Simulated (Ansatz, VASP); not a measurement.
**GaO3: VASP beside Ansatz**

```xyz
4
Lattice="2.9476 0.0000 0.0000 -1.4738 2.5527 0.0000 0.0000 0.0000 6.4807" Properties=species:S:1:pos:R:3 pbc="T T T"
Ga    1.4738    0.8509    0.0000
O     1.4738    0.8509    3.2404
O     0.0000    1.7018    1.0971
O     0.0000    1.7018    5.3836
```

Change from the starting cell: species swapped into the Tl3Bi type (P-6m2, No. 187).

Alike in both runs: functional PBE; k mesh 18 × 18 × 8; occupations gaussian, width 0.1 eV; collinear spin.

Ansatz relaxed the structure, and its values are those at the end. VASP's run is a single point on that final structure, the one shown.

|  | VASP | Ansatz |
| --- | --- | --- |
| version | VASP 6.6.1 | Ansatz 0.2.0 |
| potentials or method | VASP PAW PBE potentials, release 64 (Ga_d, O), cutoff 520 eV | scalar-relativistic, plane waves, PAW |
| valence electrons in the cell | 31 | 31 |

|  | VASP | Ansatz | Ansatz less VASP |
| --- | --- | --- | --- |
| gap on the k mesh at the Fermi level (eV) | none | none | - |
| pressure (GPa) | 0.5 | 0.0 | -0.49 |
| rms of the force components (eV/Å) | 0.032 | 0.000 | -0.0314 |
| net moment per atom (μB) | 0.75 | 0.75 | 0.000 |
| size of the moment on the site where the two differ most (μB) | 1.69 | 2.01 | +0.317 |

Site moments also hang on the region over which each program counts them. A gap of «none» marks a metal or a gap that the smearing closes. With one functional, cell and mesh, what is left measures potentials, basis and numerics.
